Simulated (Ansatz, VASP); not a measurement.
# Two plane-wave programs on TiSn3O8

```
Ti Sn O
1.0
     3.37566   -3.38170    0.00000
     3.37566    3.38170    0.00000
     0.00000    0.00000    6.36027
Ti Sn O
1 3 8
Direct
  0.00000 0.00000 0.50000
  0.50000 0.50000 0.74529
  0.50000 0.50000 0.25471
  0.00000 0.00000 0.00000
  0.30618 0.30618 0.00000
  0.29697 0.29697 0.50000
  0.18961 0.81039 0.73836
  0.18961 0.81039 0.26164
  0.81039 0.18961 0.73836
  0.81039 0.18961 0.26164
  0.69382 0.69382 0.00000
  0.70303 0.70303 0.50000
```

Alike in both runs: task single point; functional PBE; k mesh 4 × 4 × 2; occupations gaussian, width 0.1 eV; no spin polarisation.

```csv
,VASP,Ansatz
version,VASP 6.6.1,Ansatz 0.2.0
potentials or method,"VASP PAW PBE potentials, release 64 (Ti_sv, Sn_d, O), cutoff 520 eV","scalar-relativistic, plane waves, PAW"
valence electrons in the cell,102,102
```

|  | VASP | Ansatz | Ansatz less VASP |
| --- | --- | --- | --- |
| gap on the k mesh at the Fermi level (eV) | 1.73 | 1.76 | +0.022 |
| least direct gap on the mesh (eV) | 1.84 | 1.86 | +0.014 |
| pressure (GPa) | 0.6 | 0.0 | -0.62 |
| traceless stress, the component that is largest in VASP (GPa) | 0.33 | 0.13 | -0.195 |
| rms of the force components (eV/Å) | 0.011 | 0.003 | -0.0081 |

Atom by atom the forces differ by 0.009 eV/Å (rms over components).

The k mesh is coarse, so the values compare programs but aren't converged.
